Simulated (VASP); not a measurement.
Runs of VASP 6.6.1 on Rh. The structure is that of space group P6_3/mmc (No. 194), or close to it. The cells are those of the table. This isn't the form of Rh at room conditions, which is fcc.

| cell | further INCAR settings | gap on the mesh (eV) | pressure (GPa) |
| --- | --- | --- | --- |
| a = 2.883, b = 2.883, c = 3.974 Å, angles 90.0, 90.0, 120.0°, 2 atoms | ALGO = Fast; EDIFF = 1e-07; NBANDS = 22 | none | (b) |
| a = 2.646, b = 2.646, c = 4.719 Å, angles 90.0, 90.0, 120.0°, 2 atoms | ALGO = Fast; EDIFF = 1e-06; NBANDS = 22 | none | -11.3 |
| a = 2.808, b = 2.808, c = 4.189 Å, angles 90.0, 90.0, 120.0°, 2 atoms | ALGO = Fast; EDIFF = 1e-06; NBANDS = 22 | none | (a) |
| a = 2.768, b = 2.768, c = 4.310 Å, angles 90.0, 90.0, 120.0°, 2 atoms | ALGO = Fast; EDIFF = 1e-06; NBANDS = 22 | none | -13.2 |
| a = 2.570, b = 2.570, c = 5.001 Å, angles 90.0, 90.0, 120.0°, 2 atoms | ALGO = Fast; EDIFF = 1e-06; NBANDS = 22 | none | -3.6 |
| a = 2.687, b = 2.687, c = 4.575 Å, angles 90.0, 90.0, 120.0°, 2 atoms | ALGO = Fast; EDIFF = 1e-07; NBANDS = 22 | none | -13.1 |

Alike in all rows: task single point; level PBEsol; potentials or basis VASP PAW PBE potentials, release 64 (Rh_pv); no spin polarisation; k mesh 24 × 24 × 12; cutoff (eV) 520; smearing gaussian 0.15 eV.

**Question.** Fill in the values left out.

**Answer.** (a) -11.7; (b) -6.9.

Caveats: the PAW data sets were made with another functional, which shifts forces and pressure a little; the stress differs along the axes, from -17 to 13 GPa (at least some runs); the stress differs along the axes, from -27 to -3 GPa (at least some runs); the stress differs along the axes, from -17 to -1 GPa (at least some runs); the stress differs along the axes, from -16 to -8 GPa (at least some runs); the stress differs along the axes, from -36 to 13 GPa (at least some runs); the stress differs along the axes, from -22 to -9 GPa (at least some runs).

A k mesh can miss the band edges, and the runs leave out spin-orbit coupling on Rh.

A gap of «none» marks levels without a gap at the run's occupations.
